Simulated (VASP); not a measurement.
# GaAs: single point with PBE

Crystal: GaAs.

```
CELL_PARAMETERS angstrom
0.00000 2.83308 2.83308
2.83308 0.00000 2.83308
2.83308 2.83308 0.00000
ATOMIC_POSITIONS crystal
Ga 0.00000 0.00000 0.00000
As 0.25000 0.25000 0.25000
```

| Property | Result |
| --- | --- |
| Program | VASP 6.6.1 |
| Task | single point |
| Functional | PBE |
| Potentials or basis | VASP PAW PBE potentials, release 64 (Ga_d, As) |
| Cutoff | 500 eV |
| k mesh | 4 × 4 × 4 |
| Occupations | gaussian, width 0.01 eV |
| Spin | no spin polarisation |

| Property | Result |
| --- | --- |
| Pressure | 3.2 GPa |
| Band gap on the k mesh | 0.46 eV, direct |

Levels at points of the mesh, in eV from the valence-band top:
| k point | band 7 | band 8 | band 9 | band 10 | band 11 | band 12 |
| --- | --- | --- | --- | --- | --- | --- |
| (0.00, 0.00, 0.00) | 0.00 | 0.00 | 0.00 | 0.46 | 3.69 | 3.69 |
| (0.50, 0.00, 0.00) | -6.63 | -1.14 | -1.14 | 0.96 | 4.60 | 4.60 |
| (0.50, 0.50, 0.00) | -6.82 | -2.67 | -2.67 | 1.45 | 1.64 | 10.09 |

Run time: 15 s on 1 thread of Intel Xeon 8259CL, with other jobs on the host, peak memory 0.16 GiB.

Caveat: the k points lie up to 0.48 Å⁻¹ apart.
